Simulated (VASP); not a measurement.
# Ge (Pmmm) in VASP: a series of runs

The runs below take Ge through single point, relaxation of cell and atoms, with PBE.

Everything below comes from runs of VASP 6.6.1. Logs are shortened: lines on timing, memory, paths and dates and some standing lists are left out, and cuts for length are marked.

### 1 The cell of the first run

It takes space group Pmmm (No. 47, orthorhombic). The conventional cell has a = 2.340 Å, b = 3.025 Å, c = 3.209 Å, α = 90.00°, β = 90.00°, γ = 90.00°. Within 3.3 Å of Ge (site symmetry mmm) lie 6 Ge at 2.34 to 3.21 Å.

The cell was built from a structure type or drawn by symmetry, and may not be a known phase.

### 2 Single point, PBE

The input, INCAR:

```
SYSTEM = Ge
PREC = Accurate
ENCUT = 520
EDIFF = 1E-7
ISMEAR = 0
SIGMA = 0.1
LREAL = .FALSE.
LASPH = .TRUE.
NELM = 100
ALGO = Normal
ISIF = 2
LWAVE = .FALSE.
LCHARG = .FALSE.
GGA = PE
NBANDS = 13
```

The input, KPOINTS:

```
regular mesh
0
G
  8 6 6
  0 0 0
```

The input, POSCAR:

```
Ge
1.0
    2.3399427200      0.0000000000      0.0000000000
    0.0000000000      3.0248546300      0.0000000000
    0.0000000000      0.0000000000      3.2089784800
Ge
1
Direct
    0.0000000000      0.0000000000      0.0000000000
```

Potentials or basis: VASP PAW PBE potentials, release 64 (Ge_d).

Command:

```sh
$ cat potpaw_PBE.64/Ge_d/POTCAR > POTCAR
$ mpirun -np 1 vasp_std > vasp.out
```

OUTCAR:

```text
SYSTEM = Ge
   PREC = Accurate
   ENCUT = 520
   EDIFF = 1E-7
   ISMEAR = 0
   LREAL = .FALSE.
   LASPH = .TRUE.
   NELM = 100
   ISIF = 2
   GGA = PE

 ion  position               nearest neighbor table
   1  0.000  0.000  0.000-

  LATTYP: Found a simple orthorhombic cell.
 ALAT       =     2.3399427200
 B/A-ratio  =     1.2927045624
 C/A-ratio  =     1.3713918946

  Lattice vectors:

 A1 = (   2.3399427200,   0.0000000000,   0.0000000000)
 A2 = (   0.0000000000,   3.0248546300,   0.0000000000)
 A3 = (   0.0000000000,   0.0000000000,   3.2089784800)

Analysis of symmetry for initial positions (statically):
=====================================================================
 Subroutine PRICEL returns:
 Original cell was already a primitive cell.

 Routine SETGRP: Setting up the symmetry group for a
 simple orthorhombic supercell.

 Subroutine GETGRP returns: Found  8 space group operations
 (whereof  8 operations were pure point group operations)
 out of a pool of  8 trial point group operations.

The static configuration has the point symmetry D_2h.

Analysis of symmetry for dynamics (positions and initial velocities):
=====================================================================
 Subroutine PRICEL returns:
 Original cell was already a primitive cell.

 Routine SETGRP: Setting up the symmetry group for a
 simple orthorhombic supercell.

 Subroutine GETGRP returns: Found  8 space group operations
 (whereof  8 operations were pure point group operations)
 out of a pool of  8 trial point group operations.

The dynamic configuration has the point symmetry D_2h.

 Subroutine INISYM returns: Found  8 space group operations
 (whereof  8 operations are pure point group operations),
 and found     1 'primitive' translations

----------------------------------------------------------------------------------------

                                     Primitive cell

  volume of cell :      22.7131

  direct lattice vectors                    reciprocal lattice vectors
     2.339942720  0.000000000  0.000000000     0.427360889  0.000000000  0.000000000
     0.000000000  3.024854630  0.000000000     0.000000000  0.330594400  0.000000000
     0.000000000  0.000000000  3.208978480     0.000000000  0.000000000  0.311625649

  length of vectors
     2.339942720  3.024854630  3.208978480     0.427360889  0.330594400  0.311625649

  position of ions in fractional coordinates (direct lattice)
     0.000000000  0.000000000  0.000000000

  ion indices of the primitive-cell ions
   primitive index   ion index
                 1           1

[... 83 lines left out ...]
   NUPDOWN=      -1.0000    fix difference up-down
   EMIN   =  10.00;   EMAX   =-10.00  energy-range for DOS
   EFERMI =   0.00;   METHOD = LEGACY
   ISMEAR =     0;   SIGMA  =   0.10  broadening in eV -4-tet -1-fermi 0-gaus
   EFERMI_NEDOS =   21; number of points for ismear=-14 and -15
   IALGO  =     38    algorithm
   IMIX   =      4    mixing-type and parameters
     AMIX     =   0.40;   BMIX     =  1.00
     AMIX_MAG =   1.60;   BMIX_MAG =  1.00
  volume/ion in A,a.u.               =      22.71       153.28
  Fermi-wavevector in a.u.,A,eV,Ry     =   1.393238  2.632838 26.410436  1.941112
  Thomas-Fermi vector in A             =   2.516903
   LORBIT       =      0    0 simple, 1 ext, 2 COOP (PROOUT), +10 PAW based schemes
   GGA     = PE    functional components
   LHFCALC =     F    Hartree Fock is set to
   AEXX    =    0.0000 exact exchange contribution
   IVDW    =     0    specifies the selected vdW correction
   LEPSILON=     F    determine dielectric tensor
   LRPA    =     F    only Hartree local field effects (RPA)
 non-spin polarized calculation
 Gauss-broadening in eV      SIGMA  =   0.10
  energy-cutoff  :      520.00
  volume of cell :       22.71
 maximum number of plane-waves:       638
 NGX is ok and might be reduce to    18
   NGX =  9   NGY = 11   NGZ = 11

 number of electron      13.9999993 magnetization

 Free energy of the ion-electron system (eV)
  ---------------------------------------------------
  ext. energy  EPLUGINS =         0.00000000
  ---------------------------------------------------
  free energy    TOTEN  =        -3.79948154 eV

  energy without entropy =       -3.79553885  energy(sigma->0) =       -3.79751020

 E-fermi :   4.8305     XC(G=0): -10.1808

 val. band max:        4.5342749725   @ k =   0.2500   0.3333   0.5000
 cond. band min:       4.8374178127   @ k =   0.3750   0.0000   0.5000
 fundamental gap:      0.3031428403
 Fermi energy:         4.8304979342

 k-point     1 :       0.0000    0.0000    0.0000
  band No.  band energies     occupation
      1     -20.3594      2.00000
      2     -20.0475      2.00000
      3     -19.9725      2.00000
      4     -19.8379      2.00000
      5     -19.8274      2.00000
      6      -7.5907      2.00000
      7       6.6336      0.00000
      8       8.0592      0.00000
      9      10.9793      0.00000
     10      12.4407      0.00000
     11      18.4132      0.00000
     12      22.5662      0.00000
     13      25.3432      0.00000
[... 354 lines left out ...]
  band No.  band energies     occupation
      1     -20.0603      2.00000
      2     -20.0400      2.00000
      3     -20.0059      2.00000
      4     -19.9508      2.00000
      5     -19.8056      2.00000
      6      -3.4356      2.00000
      7       3.5797      2.00000
      8       7.8828      0.00000
      9      12.0542      0.00000
     10      15.0072      0.00000
     11      16.7610      0.00000
     12      18.6348      0.00000
     13      20.9309      0.00000

 [... further k-points ...]

------------------------ aborting loop because EDIFF is reached ----------------------------------------

  FORCE on cell =-STRESS in cart. coord.  units (eV):
  Direction    XX          YY          ZZ          XY          YZ          ZX
  --------------------------------------------------------------------------------------
  -------------------------------------------------------------------------------------
  Total        4.3149845     -1.8499786     -1.1028054     -0.0000000      0.0000000      0.0000000
  in kB      304.3780194   -130.4970683    -77.7916373     -0.0000000      0.0000000      0.0000000
  external PRESSURE =      32.0297713 kB  Pullay stress =       0.0000000 kB

 VOLUME and BASIS-vectors are now :
 -----------------------------------------------------------------------------
  energy-cutoff  :      520.00
  volume of cell :       22.71
      direct lattice vectors                 reciprocal lattice vectors
     2.339942720  0.000000000  0.000000000     0.427360889  0.000000000  0.000000000
     0.000000000  3.024854630  0.000000000     0.000000000  0.330594400  0.000000000
     0.000000000  0.000000000  3.208978480     0.000000000  0.000000000  0.311625649

 POSITION                                       TOTAL-FORCE (eV/Angst)
 -----------------------------------------------------------------------------------
      0.00000      0.00000      0.00000         0.000000      0.000000      0.000000
 -----------------------------------------------------------------------------------
    total drift:                               -0.000000     -0.000000      0.000000

  FREE ENERGIE OF THE ION-ELECTRON SYSTEM (eV)
  ---------------------------------------------------
  free  energy   TOTEN  =        -3.7994815371 eV

  energy  without entropy=       -3.7955388543  energy(sigma->0) =       -3.79751020
```

stdout:

```text
POSCAR found type information on POSCAR Ge
 POSCAR found :  1 types and       1 ions
 scaLAPACK will be used
 LDA part: xc-table for (Slater+PW92), standard interpolation
 POSCAR, INCAR and KPOINTS ok, starting setup
 FFT: planning ... GRIDC
 FFT: planning ... GRID_SOFT
 FFT: planning ... GRID
 WAVECAR not read
 entering main loop
```

Run time: 22 s. Hardware: 1 thread of Intel Xeon 8259CL, shared host; peak memory 0.14 GiB.

What came out:

```yaml
Free_energy: -3.7995 eV
Pressure: 3.2 GPa
Band_gap_on_the_k_mesh: zero (bands 7 and 8 overlap by 6.15 eV)
```

Levels at points of the mesh, in eV from the Fermi level:
| k point | band 3 | band 4 | band 5 | band 6 | band 7 | band 8 | band 9 | band 10 | band 11 | band 12 |
| --- | --- | --- | --- | --- | --- | --- | --- | --- | --- | --- |
| (0.00, 0.00, 0.00) | -24.80 | -24.67 | -24.66 | -12.42 | 1.80 | 3.23 | 6.15 | 7.61 | 13.58 | 17.74 |
| (0.50, 0.00, 0.00) | -24.84 | -24.77 | -24.55 | -5.77 | -5.18 | 6.98 | 8.40 | 11.68 | 12.08 | 12.47 |
| (0.00, 0.50, 0.00) | -24.81 | -24.67 | -24.67 | -10.21 | -5.22 | 3.49 | 8.99 | 11.14 | 11.19 | 15.28 |
| (0.50, 0.50, 0.00) | -24.80 | -24.79 | -24.51 | -3.54 | -3.19 | 0.16 | 4.18 | 8.59 | 14.20 | 14.89 |
| (0.00, 0.00, 0.50) | -24.82 | -24.68 | -24.66 | -10.80 | -5.10 | 4.43 | 9.70 | 12.50 | 12.76 | 14.80 |
| (0.50, 0.00, 0.50) | -24.81 | -24.78 | -24.53 | -3.97 | -3.89 | 0.36 | 4.13 | 9.54 | 15.21 | 15.48 |
| (0.00, 0.50, 0.50) | -24.78 | -24.67 | -24.67 | -8.62 | -3.67 | -2.99 | 2.59 | 16.42 | 21.29 | 23.38 |
| (0.50, 0.50, 0.50) | -24.81 | -24.75 | -24.50 | -2.48 | -1.15 | 1.56 | 2.31 | 6.17 | 6.70 | 8.63 |

Caveat: the cell stands under pressure.

### 3 Relaxation of cell and atoms, PBE

The input, INCAR:

```
SYSTEM = Ge
PREC = Accurate
ENCUT = 600
EDIFF = 1E-6
ISMEAR = 0
SIGMA = 0.1
LREAL = .False.
LASPH = .True.
NELM = 100
ALGO = Normal
ISIF = 3
LWAVE = .False.
LCHARG = .False.
GGA = PE
IBRION = 2
NSW = 90
EDIFFG = -0.04
```

The input, KPOINTS:

```
Automatic mesh
0
Gamma
  8 6 6
  0 0 0
```

POSCAR is that of step 2.

Potentials or basis: VASP PAW PBE potentials, release 64 (Ge_d).

Command:

```sh
$ cat potpaw_PBE.64/Ge_d/POTCAR > POTCAR
$ mpirun -np 1 vasp_std > vasp.out
```

It took 3.8 min on 1 thread of Intel Xeon 8259CL, shared host; peak memory 0.16 GiB.

Results (log left out):

```
Free energy                           : -4.2607 eV
Relaxed volume                        : 20.01 Å³/atom
Relaxed cell                          : a = 2.646 Å, b = 2.749 Å, c = 2.751 Å, α = 90.00°, β = 90.00°, γ = 90.00°
Space group after relaxing (to 0.1 Å) : P4/mmm (No. 123)
Energy gained by relaxing             : 461.1 meV/atom
Ionic steps                           : 13
Pressure after relaxing               : 0.0 GPa
Band gap on the k mesh                : zero (bands 7 and 8 overlap by 8.71 eV)
```

Stress tensor (GPa, compression positive):
```
 0.04  0.00  0.00
 0.00 -0.06  0.00
 0.00  0.00  0.00
```

Step by step:
| step | energy change (eV) | largest force (eV/Å) | pressure (GPa) | volume (Å³) |
| --- | --- | --- | --- | --- |
| 1 | 0.0000 | 0.0000 | 3.19 | 22.71 |
| 2 | -0.3357 | 0.0000 | -7.19 | 23.66 |
| 3 | -0.3586 | 0.0000 | -6.43 | 23.51 |
| 4 | -0.3585 | 0.0000 | -6.36 | 23.50 |
| 5 | -0.4473 | 0.0000 | -2.32 | 20.79 |
| 6 | -0.4530 | 0.0000 | -0.05 | 19.94 |
| 7 | -0.4532 | 0.0000 | -0.18 | 20.05 |
| 8 | -0.4592 | 0.0000 | 0.22 | 19.97 |
| 9 | -0.4599 | 0.0000 | 0.59 | 19.91 |
| 10 | -0.4601 | 0.0000 | 0.44 | 19.93 |
| 11 | -0.4609 | 0.0000 | -0.35 | 20.09 |
| 12 | -0.4609 | 0.0000 | -0.30 | 20.09 |
| 13 | -0.4611 | 0.0000 | -0.01 | 20.01 |

Final structure:
```
Ge
1.0
     2.64578    0.00000    0.00000
     0.00000    2.74934    0.00000
     0.00000    0.00000    2.75093
Ge
1
Direct
  0.00000 0.00000 0.00000
```

Levels at points of the mesh, in eV from the Fermi level:
```csv
k point,band 4,band 5,band 6,band 7,band 8,band 9,band 10,band 11
"(0.00, 0.00, 0.00)",-24.38,-24.38,-12.66,6.11,6.13,7.60,9.67,10.19
"(0.50, 0.00, 0.00)",-24.41,-24.39,-8.54,-5.49,9.28,9.30,13.21,14.76
"(0.00, 0.50, 0.00)",-24.43,-24.38,-9.17,-5.50,8.77,10.27,13.14,15.16
"(0.50, 0.50, 0.00)",-24.45,-24.30,-4.81,-2.66,-2.12,3.31,11.88,19.06
"(0.00, 0.00, 0.50)",-24.43,-24.38,-9.18,-5.50,8.78,10.27,13.14,15.17
"(0.50, 0.00, 0.50)",-24.45,-24.30,-4.82,-2.66,-2.12,3.31,11.90,18.80
"(0.00, 0.50, 0.50)",-24.43,-24.33,-5.52,-2.61,-2.60,3.12,12.88,20.03
"(0.50, 0.50, 0.50)",-24.33,-24.29,-0.55,-0.02,0.58,0.58,6.83,6.84
```
